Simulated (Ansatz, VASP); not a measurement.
One calculation of MnO2, two programs

The input INCAR:

```
SYSTEM = MnO2
ALGO = Normal
EDIFF = 1E-6
ENCUT = 520
ISIF = 2
ISMEAR = -1
ISPIN = 2
LASPH = .TRUE.
LCHARG = .FALSE.
LDAU = .TRUE.
LDAUJ = 0 0
LDAUL = 2 -1
LDAUPRINT = 1
LDAUTYPE = 2
LDAUU = 4.8 0
LMAXMIX = 4
LORBIT = 11
LREAL = .FALSE.
LWAVE = .FALSE.
MAGMOM = 4.5 4.5 0 0 0 0
NBANDS = 38
NELM = 150
PREC = Accurate
SIGMA = 0.05
```

File KPOINTS:

```
k-points
0
G
  5 5 7
  0 0 0
```

File POSCAR:

```
MnO2
1.0
    4.4041000000      0.0000000000      0.0000000000
    0.0000000000      4.4041000000      0.0000000000
    0.0000000000      0.0000000000      2.8765000000
Mn O
2 4
Direct
    0.0000000000      0.0000000000      0.0000000000
    0.5000000000      0.5000000000      0.5000000000
    0.3046000000      0.3046000000      0.0000000000
    0.1954000000      0.8046000000      0.5000000000
    0.6954000000      0.6954000000      0.0000000000
    0.8046000000      0.1954000000      0.5000000000
```

Input for Ansatz:

```yaml
crystal:
  lattice:
    - [4.4041, 0.0, 0.0]
    - [0.0, 4.4041, 0.0]
    - [0.0, 0.0, 2.8765]
  atoms:
    - { symbol: Mn, position: [0.0, 0.0, 0.0], spin: 4.5 }
    - { symbol: Mn, position: [0.5, 0.5, 0.5], spin: 4.5 }
    - { symbol: O, position: [0.3046, 0.3046, 0.0] }
    - { symbol: O, position: [0.1954, 0.8046, 0.5] }
    - { symbol: O, position: [0.6954, 0.6954, 0.0] }
    - { symbol: O, position: [0.8046, 0.1954, 0.5] }
magnetization:
  spin_polarized: true
hamiltonian:
  xc: lda
  pseudopotentials: { kind: paw }
  hubbard: { sites: [{ species: Mn, l: d, u_eff: 4.8 }] }
basis:
  ecutwfc: 420
kpoints:
  mp_grid: { grid: [5, 5, 7] }
scf:
  occupations: { method: fermi_dirac, width: 0.05 }
  lower_state_search: "off"
output:
  forces: true
  stress: true
```

Alike in both runs: task single point; functional LDA; k mesh 5 × 5 × 7; occupations fermi-dirac, width 0.05 eV; collinear spin; Hubbard terms Mn d U = 4.8 eV.

|  | VASP | Ansatz |
| --- | --- | --- |
| version | VASP 6.6.1 | Ansatz 0.2.0 |
| potentials or method | VASP PAW LDA potentials, release 64 (Mn_pv, O), cutoff 520 eV | PAW, plane waves, scalar-relativistic |
| valence electrons in the cell | 50 | 54 |

```tsv
	VASP	Ansatz	Ansatz less VASP
pressure (GPa)	-4.5	-4.7	-0.21
traceless stress, the component that is largest in VASP (GPa)	1.03	1.67	+0.638
rms of the force components (eV/Å)	0.051	0.058	+0.0072
net moment per atom (μB)	1.00	1.01	0.000
size of the moment on the site where the two differ most (μB)	3.05	2.73	-0.319
```

LDA's correlation is that of Perdew and Zunger in VASP and of Perdew and Wang (1992) in Ansatz. Site moments also hang on the region over which each program counts them. The programs project onto different local orbitals, so the same U acts differently, and such runs can settle in different states. Atom by atom the forces differ by 0.007 eV/Å (rms over components). VASP's potentials hold 50 valence electrons a cell and Ansatz's 54, so a difference there can come from the potentials and not from the codes. Ansatz's warnings: filled band counts differ across k points.
